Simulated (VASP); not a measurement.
# Cu3O: density of states with PBE

Cu3O:

```
CELL_PARAMETERS angstrom
-2.31535 2.31535 2.31535
2.31535 -2.31535 2.31535
2.31535 2.31535 -2.31535
ATOMIC_POSITIONS crystal
Cu 0.00000 0.50000 0.50000
Cu 0.50000 0.00000 0.50000
Cu 0.50000 0.50000 0.00000
O 0.00000 0.00000 0.00000
```

* Program: VASP 6.6.1
* Task: density of states
* Functional: PBE
* Potentials or basis: VASP PAW PBE potentials, release 64 (Cu, O)
* Cutoff: 520 eV
* k mesh: 14 × 14 × 14
* Occupations: gaussian, width 0.1 eV
* Spin: no spin polarisation
* Dipole correction: no
* k mesh for the DOS: 21 × 21 × 21
* Occupations for the DOS: tetrahedron
* Further INCAR settings: ALGO = Normal; EDIFF = 1e-06

```
Valence electrons inside the program's atomic spheres : Cu 9.93; O 4.78
```

Levels at points of the mesh, in eV from the Fermi level:
| k point | band 16 | band 17 | band 18 | band 19 | band 20 | band 21 | band 22 | band 23 |
| --- | --- | --- | --- | --- | --- | --- | --- | --- |
| (0.00, 0.00, 0.00) | -1.68 | -1.50 | -1.50 | -1.50 | -0.70 | 4.74 | 4.74 | 4.74 |

It took 2.6 min on 1 thread of Intel(R) Xeon(R) 6975P-C (Granite Rapids), on a shared host, peak memory 0.41 GiB.

Caveat: an odd number of electrons without spin polarisation forces a metal; a magnetic or distorted state may lie lower.
